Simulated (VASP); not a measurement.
Gd:

```xyz
2
Lattice="3.6483 0.0000 0.0000 -1.8242 3.1595 0.0000 0.0000 0.0000 5.8327" Properties=species:S:1:pos:R:3 pbc="T T T"
Gd    0.0000    2.1064    1.4582
Gd    1.8242    1.0532    4.3745
```

Base run:

* Program: VASP 6.6.1
* Functional: PBE
* Potentials or basis: VASP PAW PBE potentials, release 64 (Gd)
* Cutoff: 520 eV
* k mesh: 6 × 6 × 4
* Occupations: fermi-dirac, width 0.05 eV
* Spin: collinear spin, ferromagnetic start
* Starting moments: [7.372, 7.372] μB

Its results: pressure -0.3 GPa; net moment 15.40 μB per cell; site moments Gd +7.01 μB.

Task: The run is repeated on the same cell with these changes: k mesh from 6 × 6 × 4 to 2 × 2 × 1. What comes out?

Result: Pressure -9.0 GPa; net moment 14.39 μB per cell; site moments Gd +6.85 μB.

Caveats: some runs use coarse meshes.
